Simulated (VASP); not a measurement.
Input of a VASP 6.6.1 run:

Contents of INCAR:

```
SYSTEM = SiGe5
  PREC = Accurate
  ENCUT = 520
  EDIFF = 1E-6
  ISMEAR = 0
  SIGMA = 0.1
  LREAL = .FALSE.
  LASPH = .TRUE.
  NELM = 100
  ALGO = Normal
  ISIF = 2
  LWAVE = .FALSE.
  LCHARG = .FALSE.
  GGA = PE
  NBANDS = 46
```

KPOINTS

```
regular mesh
0
G
  12 12 4
  0 0 0
```

POSCAR

```
SiGe5
1.0
    3.0256151025      0.0000000000      0.0000000000
   -1.5128075512      2.6202595408      0.0000000000
    0.0000000000      0.0000000000     14.3418357410
Si Ge
1 5
Direct
    0.0000000000      0.0000000000      0.5000000000
    0.3333333333      0.6666666667      0.8358853634
    0.6666666667      0.3333333333      0.6507611974
    0.3333333333      0.6666666667      0.3492388026
    0.6666666667      0.3333333333      0.1641146366
    0.0000000000      0.0000000000      0.0000000000
```

Potentials or basis: VASP PAW PBE potentials, release 64 (Si, Ge_d).

Run with:

```bash
$ cat potpaw_PBE.64/Si/POTCAR potpaw_PBE.64/Ge_d/POTCAR > POTCAR
$ mpirun -np 1 vasp_std > vasp.out
```

(1) Predict the band gap on the k mesh.

(2) What does it give for the pressure?

Answers

(1) zero (band 37 reaches 12.58 eV, above the bottom of band 38 at 4.69 eV).

(2) 0.1 GPa.
